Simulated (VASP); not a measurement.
Wanted: the native input for a VASP 6.6.1 run.

- Task: single point
- Functional: PBE
- Potentials or basis: VASP PAW PBE potentials, release 64 (Na_pv, F)
- Cutoff: 520 eV
- k mesh: 8 × 8 × 8
- Occupations: gaussian, width 0.01 eV
- Spin: no spin polarisation
- Dipole correction: no
- Further INCAR settings: ALGO = Normal; EDIFF = 1e-06; NBANDS = 14

The structure of NaF lies in POSCAR:

```
NaF
1.0
    0.0000000000      2.2972417931      2.2972417931
    2.2972417931      0.0000000000      2.2972417931
    2.2972417931      2.2972417931      0.0000000000
Na F
1 1
Direct
    0.0000000000      0.0000000000      0.0000000000
    0.5000000000      0.5000000000      0.5000000000
```

The input as run:

INCAR

```
  PREC = Accurate
  ENCUT = 520
  EDIFF = 1E-6
  ISMEAR = 0
  SIGMA = 0.01
  LREAL = F
  LASPH = T
  NELM = 60
  ALGO = Normal
  ISIF = 2
  LWAVE = F
  LCHARG = F
  GGA = PE
  NBANDS = 14
```

KPOINTS

```
Automatic mesh
0
Gamma
  8 8 8
```

Potentials or basis: VASP PAW PBE potentials, release 64 (Na_pv, F).

Run with:

```sh
$ cat potpaw_PBE.64/Na_pv/POTCAR potpaw_PBE.64/F/POTCAR > POTCAR
$ mpirun -np 1 vasp_std > vasp.out
```

It gave:

```yaml
Pressure: 3.5 GPa
Band_gap_on_the_k_mesh: 6.44 eV
```

Caveat: the cell stands under pressure.

Run time: 9.9 s on 1 thread of Intel(R) Xeon(R) Platinum 8259CL CPU @ 2.50GHz (Skylake/Cascade Lake), with other jobs on the host, peak memory 0.13 GiB.
